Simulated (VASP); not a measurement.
Here is a VASP 6.6.1 calculation.

INCAR

```
SYSTEM = ZrO2
PREC = Accurate ; ENCUT = 600
EDIFF = 1E-6 ; ISMEAR = 0
SIGMA = 0.02 ; LREAL = .False.
LASPH = .True. ; NELM = 200
ALGO = Normal ; ISIF = 2
LWAVE = .False. ; LCHARG = .False.
MAGMOM = 0 0 0 0 0 0 0 0 0 ; LORBIT = 11
LSORBIT = .True. ; GGA_COMPAT = .False.
LORBMOM = .True. ; LMAXMIX = 4
GGA = PE ; IVDW = 12
NBANDS = 37
```

File KPOINTS:

```
Automatic mesh
0
Gamma
  8 8 8
  0 0 0
```

Contents of POSCAR:

```
ZrO2
1.0
    0.0000000000      2.5438747277      2.5438747277
    2.5438747277      0.0000000000      2.5438747277
    2.5438747277      2.5438747277      0.0000000000
Zr O
1 2
Direct
    0.5000000000      0.5000000000      0.5000000000
    0.7500000000      0.7500000000      0.7500000000
    0.2500000000      0.2500000000      0.2500000000
```

Potentials or basis: VASP PAW PBE potentials, release 64 (Zr_sv, O).

Run with:

```console
$ cat potpaw_PBE.64/Zr_sv/POTCAR potpaw_PBE.64/O/POTCAR > POTCAR
$ mpirun -np 1 vasp_ncl > vasp.out
```

(1) Estimate the pressure.

(2) Estimate the dispersion energy per atom.

(3) Estimate the net moment.

Results:

(1) 0.1 GPa.

(2) -0.267 eV.

(3) 0.00 μB per cell.
